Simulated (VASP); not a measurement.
# HgTe (Coloradoite) (F-43m) in VASP: notebook, part 2 of 2

VASP 6.6.1. Earlier steps stand in the parts before.

## 4. Relaxation of cell and atoms, BLYP

Contents of INCAR:

```
SYSTEM = HgTe
AGGAC = 1.0
AGGAX = 1.0
ALDAC = 0.0
ALDAX = 1.0
ALGO = Normal
EDIFF = 1E-7
EDIFFG = -0.005
ENCUT = 600
GGA = B5
IBRION = 2
ISIF = 3
ISMEAR = -1
LASPH = .TRUE.
LCHARG = .FALSE.
LREAL = .FALSE.
LWAVE = .FALSE.
NELM = 100
NSW = 80
PREC = Accurate
SIGMA = 0.05
```

Contents of KPOINTS:

```
k-points
0
G
  7 7 7
  0 0 0
```

Contents of POSCAR:

```
HgTe
1.0
    0.0000000000      3.2145000000      3.2145000000
    3.2145000000      0.0000000000      3.2145000000
    3.2145000000      3.2145000000      0.0000000000
Hg Te
1 1
Direct
    0.0000000000      0.0000000000      0.0000000000
    0.7500000000      0.7500000000      0.7500000000
```

Potentials or basis: VASP PAW PBE potentials, release 64 (Hg, Te).

On the command line:

```bash
$ cat potpaw_PBE.64/Hg/POTCAR potpaw_PBE.64/Te/POTCAR > POTCAR
$ mpirun -np 1 vasp_std > vasp.out
```

OUTCAR:

```text
SYSTEM = HgTe
   EDIFF = 1E-7
   EDIFFG = -0.005
   ENCUT = 600
   GGA = B5
   IBRION = 2
   ISIF = 3
   ISMEAR = -1
   LASPH = .TRUE.
   LREAL = .FALSE.
   NELM = 100
   NSW = 80
   PREC = Accurate

 ion  position               nearest neighbor table
   1  0.000  0.000  0.000-   2 2.78   2 2.78   2 2.78   2 2.78
   2  0.750  0.750  0.750-   1 2.78   1 2.78   1 2.78   1 2.78

  LATTYP: Found a face centered cubic cell.
 ALAT       =     6.4290000000

  Lattice vectors:

 A1 = (   0.0000000000,   3.2145000000,   3.2145000000)
 A2 = (   3.2145000000,   0.0000000000,   3.2145000000)
 A3 = (   3.2145000000,   3.2145000000,   0.0000000000)

Analysis of symmetry for initial positions (statically):
=====================================================================
 Subroutine PRICEL returns:
 Original cell was already a primitive cell.

 Routine SETGRP: Setting up the symmetry group for a
 face centered cubic supercell.

 Subroutine GETGRP returns: Found 24 space group operations
 (whereof 24 operations were pure point group operations)
 out of a pool of 48 trial point group operations.

The static configuration has the point symmetry T_d .

Analysis of symmetry for dynamics (positions and initial velocities):
=====================================================================
 Subroutine PRICEL returns:
 Original cell was already a primitive cell.

 Routine SETGRP: Setting up the symmetry group for a
 face centered cubic supercell.

 Subroutine GETGRP returns: Found 24 space group operations
 (whereof 24 operations were pure point group operations)
 out of a pool of 48 trial point group operations.

The dynamic configuration has the point symmetry T_d .

 Subroutine INISYM returns: Found 24 space group operations
 (whereof 24 operations are pure point group operations),
 and found     1 'primitive' translations

----------------------------------------------------------------------------------------

                                     Primitive cell

  volume of cell :      66.4309

  direct lattice vectors                    reciprocal lattice vectors
     0.000000000  3.214500000  3.214500000    -0.155545186  0.155545186  0.155545186
     3.214500000  0.000000000  3.214500000     0.155545186 -0.155545186  0.155545186
     3.214500000  3.214500000  0.000000000     0.155545186  0.155545186 -0.155545186

  length of vectors
     4.545989496  4.545989496  4.545989496     0.269412165  0.269412165  0.269412165

  position of ions in fractional coordinates (direct lattice)
     0.000000000  0.000000000  0.000000000
     0.750000000  0.750000000  0.750000000

  ion indices of the primitive-cell ions
   primitive index   ion index
                 1           1
                 2           2

----------------------------------------------------------------------------------------

 KPOINTS: k-points

Automatic generation of k-mesh.
 Grid dimensions read from file:
 generate k-points for:    7    7    7

 Generating k-lattice:

  Cartesian coordinates                     Fractional coordinates (reciprocal lattice)
    -0.022220741  0.022220741  0.022220741     0.142857143  0.000000000  0.000000000
     0.022220741 -0.022220741  0.022220741     0.000000000  0.142857143  0.000000000
     0.022220741  0.022220741 -0.022220741     0.000000000  0.000000000  0.142857143

  Length of vectors
     0.038487452  0.038487452  0.038487452

  Shift w.r.t. Gamma in fractional coordinates (k-lattice)
     0.000000000  0.000000000  0.000000000

 Subroutine IBZKPT returns following result:
 ===========================================

 Found     20 irreducible k-points:

 Following reciprocal coordinates:
            Coordinates               Weight
  0.000000  0.000000  0.000000      1.000000
  0.142857  0.000000  0.000000      8.000000
  0.285714  0.000000  0.000000      8.000000
  0.428571  0.000000  0.000000      8.000000
  0.142857  0.142857  0.000000      6.000000
  0.285714  0.142857  0.000000     24.000000
[... 12 lines left out ...]
 -0.428571  0.428571  0.142857     24.000000
 -0.285714  0.428571  0.142857     24.000000
   k-points           NKPTS =     20   k-points in BZ     NKDIM =     20   number of bands    NBANDS=     13
   number of dos      NEDOS =    301   number of ions     NIONS =      2
   total plane-waves  NPLWV =  46656
   dimension x,y,z NGX =    36 NGY =   36 NGZ =   36
   dimension x,y,z NGXF=    72 NGYF=   72 NGZF=   72
   ions per type =               1   1
   NGX,Y,Z   is equivalent  to a cutoff of  13.17, 13.17, 13.17 a.u.
   NGXF,Y,Z  is equivalent  to a cutoff of  26.33, 26.33, 26.33 a.u.
 SYSTEM =  HgTe
   PREC   = accura    normal or accurate (medium, high low for compatibility)
   ISTART =      0    job   : 0-new  1-cont  2-samecut
   ICHARG =      2    charge: 1-file 2-atom 10-const
   ISPIN  =      1    spin polarized calculation?
   LNONCOLLINEAR =      F non collinear calculations
   LSORBIT =      F    spin-orbit coupling
   LASPH  =      T    aspherical Exc in radial PAW
   ENCUT  =  600.0 eV  44.10 Ry    6.64 a.u.   9.08  9.08  9.08*2*pi/ulx,y,z
   NELM   =    100;   NELMIN=  2; NELMDL= -5     # of ELM steps
   EDIFF  = 0.1E-06   stopping-criterion for ELM
   LREAL  =      F    real-space projection
   EDIFFG = -.5E-02   stopping-criterion for IOM
   NSW    =     80    number of steps for IOM
   IBRION =      2    ionic relax: 0-MD 1-quasi-New 2-CG
   NFREE  =      1    steps in history (QN), initial steepest desc. (CG)
   ISIF   =      3    stress and relaxation
   ISYM   =      2    0-nonsym 1-usesym 2-fastsym
   POTIM  = 0.5000    time-step for ionic-motion
   TEBEG  =    0.0;   TEEND  =   0.0 temperature during run
   PSTRESS=    0.0 pullay stress
   NELECT =      18.0000    total number of electrons
   NUPDOWN=      -1.0000    fix difference up-down
   EMIN   =  10.00;   EMAX   =-10.00  energy-range for DOS
   EFERMI =   0.00;   METHOD = LEGACY
   ISMEAR =    -1;   SIGMA  =   0.05  broadening in eV -4-tet -1-fermi 0-gaus
   EFERMI_NEDOS =   21; number of points for ismear=-14 and -15
   IALGO  =     38    algorithm
   IMIX   =      4    mixing-type and parameters
     AMIX     =   0.40;   BMIX     =  1.00
     AMIX_MAG =   1.60;   BMIX_MAG =  1.00
  volume/ion in A,a.u.               =      33.22       224.15
  Fermi-wavevector in a.u.,A,eV,Ry     =   1.059357  2.001894 15.268958  1.122237
  Thomas-Fermi vector in A             =   2.194699
   LORBIT       =      0    0 simple, 1 ext, 2 COOP (PROOUT), +10 PAW based schemes
   GGA     = B5    functional components
   LHFCALC =     F    Hartree Fock is set to
   AEXX    =    0.0000 exact exchange contribution
   IVDW    =     0    specifies the selected vdW correction
   LEPSILON=     F    determine dielectric tensor
   LRPA    =     F    only Hartree local field effects (RPA)
 conjugate gradient relaxation of ions
 non-spin polarized calculation
  energy-cutoff  :      600.00
  volume of cell :       66.43
 maximum number of plane-waves:      2239
   NGX = 19   NGY = 19   NGZ = 19

--------------------------------------- Ionic step        1  -------------------------------------------

 number of electron      18.0000000 magnetization

 Free energy of the ion-electron system (eV)
  ---------------------------------------------------
  ext. energy  EPLUGINS =         0.00000000
  ---------------------------------------------------
  free energy    TOTEN  =        -2.41520563 eV

  energy without entropy =       -2.41451430  energy(sigma->0) =       -2.41485997

------------------------ aborting loop because EDIFF is reached ----------------------------------------

  FORCE on cell =-STRESS in cart. coord.  units (eV):
  Direction    XX          YY          ZZ          XY          YZ          ZX
  --------------------------------------------------------------------------------------
  -------------------------------------------------------------------------------------
  Total        3.3992636      3.3992636      3.3992636      0.0000000      0.0000000      0.0000000
  in kB       81.9832510     81.9832510     81.9832510      0.0000000      0.0000000      0.0000000
  external PRESSURE =      81.9832510 kB  Pullay stress =       0.0000000 kB
[... 129 lines left out ...]
  energy  without entropy=       -2.7060518311  energy(sigma->0) =       -2.70652445

--------------------------------------- Ionic step        5  -------------------------------------------

 number of electron      18.0000003 magnetization

 Free energy of the ion-electron system (eV)
  ---------------------------------------------------
  ext. energy  EPLUGINS =         0.00000000
  ---------------------------------------------------
  free energy    TOTEN  =        -2.70700143 eV

  energy without entropy =       -2.70605751  energy(sigma->0) =       -2.70652947

 E-fermi :   1.9048     XC(G=0):  -7.5214

 val. band max:        1.8459914997   @ k =   0.0000   0.0000   0.0000
 cond. band min:       2.3514425115   @ k =   0.1429   0.0000   0.0000
 fundamental gap:      0.5054510118
 Fermi energy:         1.9047908557

 k-point     1 :       0.0000    0.0000    0.0000
  band No.  band energies     occupation
      1      -9.0935      2.00000
      2      -4.6773      2.00000
      3      -4.6773      2.00000
      4      -4.6773      2.00000
      5      -4.3341      2.00000
      6      -4.3341      2.00000
      7       0.6631      2.00000
      8       1.8460      1.52845
      9       1.8460      1.52845
     10       1.8460      1.52845
     11       6.3424      0.00000
     12       6.3424      0.00000
     13       6.3424      0.00000
[... 331 lines left out ...]
  FREE ENERGIE OF THE ION-ELECTRON SYSTEM (eV)
  ---------------------------------------------------
  free  energy   TOTEN  =        -2.7070014288 eV

  energy  without entropy=       -2.7060575094  energy(sigma->0) =       -2.70652947

 reached required accuracy - stopping structural energy minimisation
```

OSZICAR:

```text
N       E                     dE             d eps       ncg     rms          rms(c)
DAV:   1     0.118347521535E+03    0.11835E+03   -0.88812E+03   520   0.135E+03
DAV:   2     0.225780514258E+01   -0.11609E+03   -0.10990E+03   550   0.282E+02
DAV:   3    -0.266087076281E+01   -0.49187E+01   -0.48841E+01   650   0.604E+01
[... 46 lines left out ...]
DAV:   1    -0.270713302629E+01   -0.13598E-03   -0.27572E-03   545   0.610E-01    0.811E-02
DAV:   2    -0.270701418232E+01    0.11884E-03   -0.31834E-04   540   0.242E-01    0.251E-02
DAV:   3    -0.270700217132E+01    0.12011E-04   -0.35886E-05   520   0.552E-02    0.234E-02
DAV:   4    -0.270700136997E+01    0.80135E-06   -0.30932E-06   575   0.134E-02    0.444E-03
DAV:   5    -0.270700142880E+01   -0.58832E-07   -0.52885E-07   515   0.861E-03
   5 F= -.27070014E+01 E0= -.27065295E+01  d E =-.435007E-05
```

CONTCAR:

```text
HgTe
   1.00000000000000
    -0.0000000000000000    3.4240131611885802    3.4240131611885802
     3.4240131611885802   -0.0000000000000000    3.4240131611885802
     3.4240131611885802    3.4240131611885802   -0.0000000000000000
  Hg              Te
     1     1
Direct
     0.0000000000000000    0.0000000000000000    0.0000000000000000
     0.7500000000000000    0.7500000000000000    0.7500000000000000

  0.00000000E+00  0.00000000E+00  0.00000000E+00
  0.00000000E+00  0.00000000E+00  0.00000000E+00
```

Run time: 3.1 min. Hardware: 1 thread of Intel Xeon 8259CL, shared host; peak memory 0.23 GiB.

What came out:

| Item | Value |
| --- | --- |
| Free energy | -2.7070 eV |
| Relaxed volume | 40.14 Å³/atom |
| Relaxed cell | a = 4.842 Å, b = 4.842 Å, c = 4.842 Å, α = 60.00°, β = 60.00°, γ = 60.00° |
| Space group after relaxing (to 0.05 Å) | F-43m (No. 216) |
| Energy gained by relaxing | 145.9 meV/atom |
| Ionic steps | 5 |
| Pressure after relaxing | 0.0 GPa |
| Band gap on the k mesh | zero (filled and empty bands touch) |

The path:
```tsv
step	energy change (eV)	largest force (eV/Å)	pressure (GPa)	volume (Å³)
1	0.0000	0.0000	8.20	66.43
2	-0.2780	0.0000	-1.09	84.15
3	-0.2917	0.0000	0.07	80.07
4	-0.2918	0.0000	-0.03	80.36
5	-0.2918	0.0000	0.00	80.29
```

Final structure:
```yaml
crystal:
  lattice:
    - [0.00000, 3.42401, 3.42401]
    - [3.42401, 0.00000, 3.42401]
    - [3.42401, 3.42401, 0.00000]
  atoms:
    - { symbol: Hg, position: [0.00000, 0.00000, 0.00000] }
    - { symbol: Te, position: [0.75000, 0.75000, 0.75000] }
```

Levels at points of the mesh, in eV from the Fermi level:
| k point | band 5 | band 6 | band 7 | band 8 | band 9 | band 10 | band 11 | band 12 | band 13 |
| --- | --- | --- | --- | --- | --- | --- | --- | --- | --- |
| (0.00, 0.00, 0.00) | -6.24 | -6.24 | -1.24 | -0.06 | -0.06 | -0.06 | 4.44 | 4.44 | 4.44 |

Caveat: the volume moved by over 15 % at a fixed basis, so the end points are rough; the PAW data sets were made with another functional, which shifts forces and pressure a little; spin-orbit coupling is left out, which moves the levels of the heavy elements; the volume moved by +21 % from the deposited cell, more than functionals usually miss. Zero-point motion and thermal expansion aren't in these numbers.

## 5. Single point, PBEsol

This run uses another cell than the first one, of 25.15 Å³/atom, 0.757 times its volume.

Contents of INCAR:

```
SYSTEM = HgTe
PREC = Accurate
ENCUT = 520
EDIFF = 1E-7
ISMEAR = -1
SIGMA = 0.05
LREAL = .FALSE.
LASPH = .TRUE.
NELM = 80
ALGO = Normal
ISIF = 2
LWAVE = .FALSE.
LCHARG = .TRUE.
GGA = PS
LELF = .TRUE.
LVHAR = .TRUE.
NBANDS = 16
```

Contents of KPOINTS:

```
regular mesh
0
G
  7 7 7
  0 0 0
```

Contents of POSCAR:

```
HgTe
1.0
    0.0000000000      2.9297434496      2.9297434496
    2.9297434496      0.0000000000      2.9297434496
    2.9297434496      2.9297434496      0.0000000000
Hg Te
1 1
Direct
    0.0000000000      0.0000000000      0.0000000000
    0.7500000000      0.7500000000      0.7500000000
```

On the command line:

```bash
$ cat potpaw_PBE.64/Hg/POTCAR potpaw_PBE.64/Te/POTCAR > POTCAR
$ mpirun -np 1 vasp_std > vasp.out
```

Run time: 12 s. Hardware: 1 thread of Intel Xeon 6455B, shared host; peak memory 0.19 GiB.

The run converged. Its results:

```yaml
Free_energy: -3.0670 eV
Pressure: 30.5 GPa
Band_gap_on_the_k_mesh: zero (filled and empty bands touch)
```

Levels at points of the mesh, in eV from the Fermi level:
```
           k point  band 7  band 8  band 9  band 10  band 11  band 12
(0.00, 0.00, 0.00)   -0.08   -0.05   -0.05    -0.05     3.39     3.39
```

Caveat: the PAW data sets were made with another functional, which shifts forces and pressure a little; spin-orbit coupling is left out, which moves the levels of the heavy elements.

## 6. Single point, PBEsol

This run uses another cell than the first one, of 26.88 Å³/atom, 0.809 times its volume.

Contents of INCAR:

```
PREC = Accurate
ENCUT = 520
EDIFF = 1E-6
ISMEAR = -1
SIGMA = 0.05
LREAL = False
LASPH = True
NELM = 60
ALGO = Normal
ISIF = 2
LWAVE = False
LCHARG = True
GGA = PS
LELF = True
LVHAR = True
NBANDS = 16
```

Contents of KPOINTS:

```
regular mesh
0
Gamma
  7 7 7
```

Contents of POSCAR:

```
HgTe
1.0
    0.0000000000      2.9953868429      2.9953868429
    2.9953868429      0.0000000000      2.9953868429
    2.9953868429      2.9953868429      0.0000000000
Hg Te
1 1
Direct
    0.0000000000      0.0000000000      0.0000000000
    0.7500000000      0.7500000000      0.7500000000
```

Potentials or basis: VASP PAW PBE potentials, release 64 (Hg, Te).

On the command line:

```bash
$ cat potpaw_PBE.64/Hg/POTCAR potpaw_PBE.64/Te/POTCAR > POTCAR
$ mpirun -np 1 vasp_std > vasp.out
```

It took 13 s on 1 thread of Intel Xeon 6455B, shared host; peak memory 0.18 GiB.

The run converged. Its results:

```yaml
Free_energy: -3.6101 eV
Pressure: 20.3 GPa
Band_gap_on_the_k_mesh: zero (filled and empty bands touch)
```

Levels at points of the mesh, in eV from the Fermi level:
| k point | band 5 | band 6 | band 7 | band 8 | band 9 | band 10 | band 11 | band 12 | band 13 | band 14 |
| --- | --- | --- | --- | --- | --- | --- | --- | --- | --- | --- |
| (0.00, 0.00, 0.00) | -8.21 | -8.21 | -0.25 | -0.04 | -0.04 | -0.04 | 3.60 | 3.60 | 3.60 | 6.04 |

Caveat: the PAW data sets were made with another functional, which shifts forces and pressure a little; spin-orbit coupling is left out, which moves the levels of the heavy elements.

## 7. Overview

| task | level | cell | cutoff (eV) | gap on the mesh (eV) | pressure (GPa) | relaxed volume (Å³/atom) |
| --- | --- | --- | --- | --- | --- | --- |
| relaxation of cell and atoms | revPBE | relaxed from a = 4.546 Å, angles 60.0°, 2 atoms | 600 | none | 0.0 | 38.07 |
| relaxation of cell and atoms | PBEsol | relaxed from a = 4.546 Å, angles 60.0°, 2 atoms | 600 | none | 0.0 | 34.61 |
| relaxation of cell and atoms | BLYP | relaxed from a = 4.546 Å, angles 60.0°, 2 atoms | 600 | none | 0.0 | 40.14 |
| single point | PBEsol | a = 4.143 Å, angles 60.0°, 2 atoms | 520 | none | 30.5 | - |
| single point | PBEsol | a = 4.236 Å, angles 60.0°, 2 atoms | 520 | none | 20.3 | - |

Alike in all rows: potentials or basis VASP PAW PBE potentials, release 64 (Hg, Te); no spin polarisation; k mesh 7 × 7 × 7; smearing fermi-dirac 0.05 eV.

Caveats: the PAW data sets were made with another functional, which shifts forces and pressure a little; spin-orbit coupling is left out, which moves the levels of the heavy elements; the volume moved by +15 % from the deposited cell, more than functionals usually miss (some runs); the volume moved by over 15 % at a fixed basis, so the end points are rough (some runs); the volume moved by +21 % from the deposited cell, more than functionals usually miss (some runs).

Total energies depend on the potentials used, so only differences within one code and one set of settings carry meaning.
